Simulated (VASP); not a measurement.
Write the native input for VASP 6.6.1 that does the following.

```
Task                   : single point
Functional             : PBE
Potentials or basis    : VASP PAW PBE potentials, release 64 (Bi_d, Te)
Cutoff                 : 520 eV
k mesh                 : 6 × 6 × 2
Occupations            : gaussian, width 0.1 eV
Spin                   : no spin polarisation
Dipole correction      : no
Further INCAR settings : ALGO = Normal; EDIFF = 1e-06; NBANDS = 24
```

The structure of BiTe3 lies in POSCAR:

```
BiTe3
1.0
    4.4847216900      0.0000000000      0.0000000000
   -2.2423608400      3.8838829100      0.0000000000
    0.0000000000      0.0000000000      8.2775101500
Bi Te
1 3
Direct
    0.0000000000      0.0000000000      0.0000000000
    0.3333333300      0.6666666700      0.0000000000
    0.6666666700      0.3333333300      0.0000000000
    0.0000000000      0.0000000000      0.5000000000
```

These files were run (other wordings do the same):

INCAR

```
PREC = Accurate
ENCUT = 520
EDIFF = 1E-6
ISMEAR = 0
SIGMA = 0.1
LREAL = False
LASPH = True
NELM = 100
ALGO = Normal
ISIF = 2
LWAVE = False
LCHARG = True
GGA = PE
LELF = True
LVHAR = True
NBANDS = 24
```

KPOINTS

```
Automatic mesh
0
Gamma
  6 6 2
```

Potentials or basis: VASP PAW PBE potentials, release 64 (Bi_d, Te).

Command:

```console
$ cat potpaw_PBE.64/Bi_d/POTCAR potpaw_PBE.64/Te/POTCAR > POTCAR
$ mpirun -np 1 vasp_std > vasp.out
```

It gave:

| Item | Value |
| --- | --- |
| Pressure | 39.3 GPa |

Caveat: the k points lie up to 0.38 Å⁻¹ apart; this functional lacks dispersion, which binds the layers, so the pressure and a relaxed spacing across them are unreliable.

Wall time 26 s on 1 thread of Intel(R) Xeon(R) 6975P-C (Granite Rapids), with other jobs on the host, peak memory 0.29 GiB.
